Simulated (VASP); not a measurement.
# ZrInS3 (Pm-3m) in VASP: relaxation of cell and atoms with PBE

Aim: the relaxation of cell and atoms of ZrInS3 with PBE.

Everything below comes from runs of VASP 6.6.1. Logs are shortened: lines on timing, memory, paths and dates and some standing lists are left out, and cuts for length are marked.

## (1) The cell of the first run

The structure is cubic, space group Pm-3m (No. 221). The conventional cell has a = 4.888 Å, b = 4.888 Å, c = 4.888 Å, α = 90.00°, β = 90.00°, γ = 90.00°. Zr (site symmetry m-3m) has 12 S at 3.46 Å and 8 In at 4.23 Å within 4.5 Å. In (site symmetry m-3m) has 6 S at 2.44 Å within 3.2 Å. Within 3.2 Å of S (site symmetry 4/mmm) lie 2 In at 2.44 Å.

The cell was generated, and may not be a known phase.

## (2) Relaxation of cell and atoms, PBE, collinear spin

INCAR reads:

```
SYSTEM = ZrInS3
PREC = Accurate
ENCUT = 600
EDIFF = 1E-6
ISMEAR = 0
SIGMA = 0.1
LREAL = .FALSE.
LASPH = .TRUE.
NELM = 150
ALGO = Fast
ISIF = 3
LWAVE = .FALSE.
LCHARG = .FALSE.
ISPIN = 2
MAGMOM = 1.11 0 0 0 0
LORBIT = 11
LMAXMIX = 4
GGA = PE
IBRION = 2
NSW = 100
EDIFFG = -0.01
```

KPOINTS reads:

```
Automatic mesh
0
G
  8 8 8
  0 0 0
```

POSCAR reads:

```
ZrInS3
1.0
    4.8877542145      0.0000000000      0.0000000000
    0.0000000000      4.8877542145      0.0000000000
    0.0000000000      0.0000000000      4.8877542145
Zr In S
1 1 3
Direct
    0.5000000000      0.5000000000      0.5000000000
    0.0000000000      0.0000000000      0.0000000000
    0.5000000000      0.0000000000      0.0000000000
    0.0000000000      0.5000000000      0.0000000000
    0.0000000000      0.0000000000      0.5000000000
```

Potentials or basis: VASP PAW PBE potentials, release 64 (Zr_sv, In_d, S).

Launch:

```
$ cat potpaw_PBE.64/Zr_sv/POTCAR potpaw_PBE.64/In_d/POTCAR potpaw_PBE.64/S/POTCAR > POTCAR
$ mpirun -np 1 vasp_std > vasp.out
```

OUTCAR:

```text
SYSTEM = ZrInS3
   PREC = Accurate
   ENCUT = 600
   EDIFF = 1E-6
   ISMEAR = 0
   LREAL = .FALSE.
   LASPH = .TRUE.
   NELM = 150
   ISIF = 3
   ISPIN = 2
   LORBIT = 11
   GGA = PE
   IBRION = 2
   NSW = 100
   EDIFFG = -0.01

 ion  position               nearest neighbor table
   1  0.500  0.500  0.500-
   2  0.000  0.000  0.000-   3 2.44   4 2.44   5 2.44   5 2.44   4 2.44   3 2.44
   3  0.500  0.000  0.000-   2 2.44   2 2.44
   4  0.000  0.500  0.000-   2 2.44   2 2.44
   5  0.000  0.000  0.500-   2 2.44   2 2.44

  LATTYP: Found a simple cubic cell.
 ALAT       =     4.8877542145

  Lattice vectors:

 A1 = (   4.8877542145,   0.0000000000,   0.0000000000)
 A2 = (   0.0000000000,   4.8877542145,   0.0000000000)
 A3 = (   0.0000000000,   0.0000000000,   4.8877542145)

Analysis of symmetry for initial positions (statically):
=====================================================================
 Subroutine PRICEL returns:
 Original cell was already a primitive cell.

 Routine SETGRP: Setting up the symmetry group for a
 simple cubic supercell.

 Subroutine GETGRP returns: Found 48 space group operations
 (whereof 48 operations were pure point group operations)
 out of a pool of 48 trial point group operations.

The static configuration has the point symmetry O_h .

Analysis of symmetry for dynamics (positions and initial velocities):
=====================================================================
 Subroutine PRICEL returns:
 Original cell was already a primitive cell.

 Routine SETGRP: Setting up the symmetry group for a
 simple cubic supercell.

 Subroutine GETGRP returns: Found 48 space group operations
 (whereof 48 operations were pure point group operations)
 out of a pool of 48 trial point group operations.

The dynamic configuration has the point symmetry O_h .

Analysis of structural, dynamic, and magnetic symmetry:
=====================================================================
 Subroutine PRICEL returns:
 Original cell was already a primitive cell.

 Routine SETGRP: Setting up the symmetry group for a
 simple cubic supercell.

 Subroutine GETGRP returns: Found 48 space group operations
 (whereof 48 operations were pure point group operations)
 out of a pool of 48 trial point group operations.

The overall configuration has the point symmetry O_h .

 Subroutine INISYM returns: Found 48 space group operations
 (whereof 48 operations are pure point group operations),
 and found     1 'primitive' translations

----------------------------------------------------------------------------------------

                                     Primitive cell

  volume of cell :     116.7691

  direct lattice vectors                    reciprocal lattice vectors
     4.887754215  0.000000000  0.000000000     0.204592939  0.000000000  0.000000000
     0.000000000  4.887754215  0.000000000     0.000000000  0.204592939  0.000000000
     0.000000000  0.000000000  4.887754215     0.000000000  0.000000000  0.204592939

  length of vectors
     4.887754215  4.887754215  4.887754215     0.204592939  0.204592939  0.204592939

  position of ions in fractional coordinates (direct lattice)
     0.500000000  0.500000000  0.500000000
     0.000000000  0.000000000  0.000000000
     0.500000000  0.000000000  0.000000000
     0.000000000  0.500000000  0.000000000
     0.000000000  0.000000000  0.500000000

  ion indices of the primitive-cell ions
   primitive index   ion index
                 1           1
                 2           2
                 3           3
                 4           4
                 5           5

----------------------------------------------------------------------------------------

 KPOINTS: Automatic mesh

Automatic generation of k-mesh.
 Grid dimensions read from file:
 generate k-points for:    8    8    8

 Generating k-lattice:

  Cartesian coordinates                     Fractional coordinates (reciprocal lattice)
     0.025574117  0.000000000  0.000000000     0.125000000  0.000000000  0.000000000
     0.000000000  0.025574117  0.000000000     0.000000000  0.125000000  0.000000000
     0.000000000  0.000000000  0.025574117     0.000000000  0.000000000  0.125000000

  Length of vectors
     0.025574117  0.025574117  0.025574117

  Shift w.r.t. Gamma in fractional coordinates (k-lattice)
     0.000000000  0.000000000  0.000000000

 Subroutine IBZKPT returns following result:
 ===========================================

 Found     35 irreducible k-points:

 Following reciprocal coordinates:
            Coordinates               Weight
  0.000000  0.000000  0.000000      1.000000
  0.125000  0.000000  0.000000      6.000000
  0.250000  0.000000  0.000000      6.000000
  0.375000  0.000000  0.000000      6.000000
  0.500000  0.000000  0.000000      3.000000
  0.125000  0.125000  0.000000     12.000000
[... 16 lines left out ...]
  0.375000  0.375000  0.125000     24.000000
  0.500000  0.375000  0.125000     24.000000
 [... further k-points ...]
   k-points           NKPTS =     35   k-points in BZ     NKDIM =     35   number of bands    NBANDS=     26
   number of dos      NEDOS =    301   number of ions     NIONS =      5
   total plane-waves  NPLWV =  64000
   dimension x,y,z NGX =    40 NGY =   40 NGZ =   40
   dimension x,y,z NGXF=    80 NGYF=   80 NGZF=   80
   ions per type =               1   1   3
   NGX,Y,Z   is equivalent  to a cutoff of  13.61, 13.61, 13.61 a.u.
   NGXF,Y,Z  is equivalent  to a cutoff of  27.21, 27.21, 27.21 a.u.
 SYSTEM =  ZrInS3
   PREC   = accura    normal or accurate (medium, high low for compatibility)
   ISTART =      0    job   : 0-new  1-cont  2-samecut
   ICHARG =      2    charge: 1-file 2-atom 10-const
   ISPIN  =      2    spin polarized calculation?
   LNONCOLLINEAR =      F non collinear calculations
   LSORBIT =      F    spin-orbit coupling
   LASPH  =      T    aspherical Exc in radial PAW
   ENCUT  =  600.0 eV  44.10 Ry    6.64 a.u.   9.76  9.76  9.76*2*pi/ulx,y,z
   NELM   =    150;   NELMIN=  2; NELMDL= -5     # of ELM steps
   EDIFF  = 0.1E-05   stopping-criterion for ELM
   LREAL  =      F    real-space projection
   EDIFFG = -.1E-01   stopping-criterion for IOM
   NSW    =    100    number of steps for IOM
   IBRION =      2    ionic relax: 0-MD 1-quasi-New 2-CG
   NFREE  =      1    steps in history (QN), initial steepest desc. (CG)
   ISIF   =      3    stress and relaxation
   ISYM   =      2    0-nonsym 1-usesym 2-fastsym
   POTIM  = 0.5000    time-step for ionic-motion
   TEBEG  =    0.0;   TEEND  =   0.0 temperature during run
   PSTRESS=    0.0 pullay stress
   NELECT =      43.0000    total number of electrons
   NUPDOWN=      -1.0000    fix difference up-down
   EMIN   =  10.00;   EMAX   =-10.00  energy-range for DOS
   EFERMI =   0.00;   METHOD = LEGACY
   ISMEAR =     0;   SIGMA  =   0.10  broadening in eV -4-tet -1-fermi 0-gaus
   EFERMI_NEDOS =   21; number of points for ismear=-14 and -15
   IALGO  =     68    algorithm
   IMIX   =      4    mixing-type and parameters
     AMIX     =   0.40;   BMIX     =  1.00
     AMIX_MAG =   1.60;   BMIX_MAG =  1.00
  volume/ion in A,a.u.               =      23.35       157.60
  Fermi-wavevector in a.u.,A,eV,Ry     =   1.173424  2.217450 18.734186  1.376924
  Thomas-Fermi vector in A             =   2.309837
   LORBIT       =     11    0 simple, 1 ext, 2 COOP (PROOUT), +10 PAW based schemes
   GGA     = PE    functional components
   LHFCALC =     F    Hartree Fock is set to
   AEXX    =    0.0000 exact exchange contribution
   IVDW    =     0    specifies the selected vdW correction
   LEPSILON=     F    determine dielectric tensor
   LRPA    =     F    only Hartree local field effects (RPA)
 conjugate gradient relaxation of ions
 spin polarized calculation
 RMM-DIIS sequential band-by-band and
 Gauss-broadening in eV      SIGMA  =   0.10
  energy-cutoff  :      600.00
  volume of cell :      116.77
 maximum number of plane-waves:      3948
 NGX is ok and might be reduce to    40
   NGX = 19   NGY = 19   NGZ = 19

--------------------------------------- Ionic step        1  -------------------------------------------

 number of electron      42.9999996 magnetization       0.8945271

 Free energy of the ion-electron system (eV)
  ---------------------------------------------------
  ext. energy  EPLUGINS =         0.00000000
  ---------------------------------------------------
  free energy    TOTEN  =       -22.62749222 eV

  energy without entropy =      -22.60089825  energy(sigma->0) =      -22.61419523

------------------------ aborting loop because EDIFF is reached ----------------------------------------

  FORCE on cell =-STRESS in cart. coord.  units (eV):
  Direction    XX          YY          ZZ          XY          YZ          ZX
  --------------------------------------------------------------------------------------
  -------------------------------------------------------------------------------------
  Total        0.3722572      0.3722572      0.3722572      0.0000000     -0.0000000      0.0000000
  in kB        5.1077033      5.1077033      5.1077033      0.0000000     -0.0000000      0.0000000
  external PRESSURE =       5.1077033 kB  Pullay stress =       0.0000000 kB
[... 63 lines left out ...]
  energy  without entropy=      -22.6018645572  energy(sigma->0) =      -22.61541669

--------------------------------------- Ionic step        3  -------------------------------------------

 number of electron      42.9999998 magnetization       0.8945051

 Free energy of the ion-electron system (eV)
  ---------------------------------------------------
  ext. energy  EPLUGINS =         0.00000000
  ---------------------------------------------------
  free energy    TOTEN  =       -22.62931255 eV

  energy without entropy =      -22.60223179  energy(sigma->0) =      -22.61577217

 E-fermi :   5.7791     XC(G=0):  -9.7245

 val. band max:        5.7760214048   @ k =   0.3750   0.2500   0.0000
 cond. band min:       5.7843110353   @ k =   0.5000   0.2500   0.2500
 fundamental gap:      0.0082896305
 Fermi energy:         5.7790961600

 spin component 1

 k-point     1 :       0.0000    0.0000    0.0000
  band No.  band energies     occupation
      1     -45.6185      1.00000
      2     -23.5541      1.00000
      3     -23.5541      1.00000
      4     -23.5541      1.00000
      5      -9.2928      1.00000
      6      -9.2928      1.00000
[... 685 lines left out ...]
     25       6.7508      0.00000
     26       6.8613      0.00000

 [... further k-points ...]

 spin component 2

 k-point     1 :       0.0000    0.0000    0.0000
  band No.  band energies     occupation
      1     -45.0374      1.00000
      2     -22.8701      1.00000
      3     -22.8701      1.00000
      4     -22.8701      1.00000
      5      -9.3039      1.00000
      6      -9.3039      1.00000
[... 719 lines left out ...]
  FREE ENERGIE OF THE ION-ELECTRON SYSTEM (eV)
  ---------------------------------------------------
  free  energy   TOTEN  =       -22.6293125536 eV

  energy  without entropy=      -22.6022317891  energy(sigma->0) =      -22.61577217

 reached required accuracy - stopping structural energy minimisation

 total charge

# of ion       s       p       d       tot
------------------------------------------
    1        2.079   5.906   1.375   9.360
    2        0.771   0.779  10.031  11.580
    3        1.354   2.364   0.000   3.718
    4        1.354   2.364   0.000   3.718
    5        1.354   2.364   0.000   3.718
--------------------------------------------------
tot          6.910  13.778  11.406  32.094

 magnetization (x)

# of ion       s       p       d       tot
------------------------------------------
    1        0.020   0.005   0.829   0.854
    2        0.007   0.005   0.001   0.012
    3       -0.001  -0.079   0.000  -0.079
    4       -0.001  -0.079   0.000  -0.079
    5       -0.001  -0.079   0.000  -0.079
--------------------------------------------------
tot          0.025  -0.226   0.829   0.628
```

Wall time 80 min (1 thread of Oxide Virtual Turin-like, shared host); peak memory 0.41 GiB.

Results:

* Free energy: -22.6293 eV
* Relaxed volume: 23.54 Å³/atom
* Relaxed cell: a = 4.901 Å, b = 4.901 Å, c = 4.901 Å, α = 90.00°, β = 90.00°, γ = 90.00°
* Space group after relaxing (to 0.1 Å): Pm-3m (No. 221)
* Energy gained by relaxing: 0.4 meV/atom
* Ionic steps: 3
* Pressure after relaxing: 0.0 GPa
* Net moment: 0.89 μB per cell
* Site moments: Zr +0.85; In +0.01; S -0.08 μB
* Valence electrons inside the program's atomic spheres: Zr 9.36; In 11.58; S 3.72

Step by step:
```tsv
step	energy change (eV)	largest force (eV/Å)	pressure (GPa)	volume (Å³)
1	0.0000	0.0000	0.51	116.77
2	-0.0015	0.0000	-0.26	118.03
3	-0.0018	0.0000	0.00	117.72
```

Final structure:
```xyz
5
Lattice="4.9010 0.0000 0.0000 0.0000 4.9010 0.0000 0.0000 0.0000 4.9010" Properties=species:S:1:pos:R:3 pbc="T T T"
Zr    2.4505    2.4505    2.4505
In    0.0000    0.0000    0.0000
S     2.4505    0.0000    0.0000
S     0.0000    2.4505    0.0000
S     0.0000    0.0000    2.4505
```

Caveat: the highest band is partly filled, so the run has too few bands; spin-orbit coupling is left out, which moves the levels of the heavy elements.
